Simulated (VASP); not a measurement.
A run of VASP 6.6.1:

File INCAR:

```
PREC = Accurate
ENCUT = 600
EDIFF = 1E-6
ISMEAR = -1
SIGMA = 0.05
LREAL = F
LASPH = T
NELM = 60
ALGO = Normal
ISIF = 8
LWAVE = F
LCHARG = F
GGA = PS
IBRION = 2
NSW = 80
EDIFFG = -0.01
```

KPOINTS

```
regular mesh
0
Gamma
  13 13 13
```

The input POSCAR:

```
AlAu
1.0
    3.2239420000      0.0000000000      0.0000000000
    0.0000000000      3.2239420000      0.0000000000
    0.0000000000      0.0000000000      3.2239420000
Al Au
1 1
Direct
    0.0000000000      0.0000000000      0.0000000000
    0.5000000000      0.5000000000      0.5000000000
```

Potentials or basis: VASP PAW PBE potentials, release 64 (Al, Au).

Launch:

```console
$ cat potpaw_PBE.64/Al/POTCAR potpaw_PBE.64/Au/POTCAR > POTCAR
$ mpirun -np 1 vasp_std > vasp.out
```

Hardware: 1 thread of Intel Xeon 6975P-C, with other jobs on the host.

**Question.** Estimate the wall time of this run.

**Answer.** It took 62 s on 1 thread of Intel Xeon 6975P-C, with other jobs on the host, peak memory 0.2 GiB. Counts: scf iterations 26, k points 84, ion steps 3.
